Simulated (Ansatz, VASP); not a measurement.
# MgO in VASP and in Ansatz

```
Mg O
1.0
     0.00000    2.10217    2.10217
     2.10217    0.00000    2.10217
     2.10217    2.10217    0.00000
Mg O
1 1
Direct
  0.00000 0.00000 0.00000
  0.50000 0.50000 0.50000
```

Alike in both runs: task single point; functional r2SCAN; k mesh 8 × 8 × 8; occupations fermi-dirac, width 0.5 eV; no spin polarisation.

```csv
,VASP,Ansatz
version,VASP 6.6.1,Ansatz 0.2.0
potentials or method,"VASP PAW PBE potentials, release 64 (Mg, O)",plane waves
plane-wave cutoff (eV),660,500
valence electrons in the cell,8,16
```

|  | VASP | Ansatz | Ansatz less VASP |
| --- | --- | --- | --- |
| pressure (GPa) | -1.4 | 0.0 | +1.45 |

VASP's potentials were made for PBE, not for r2SCAN. The functional is the same, so the differences come from potentials, cutoffs and numerics. VASP's potentials hold 8 valence electrons a cell and Ansatz's 16, so a difference there can come from the potentials and not from the codes.
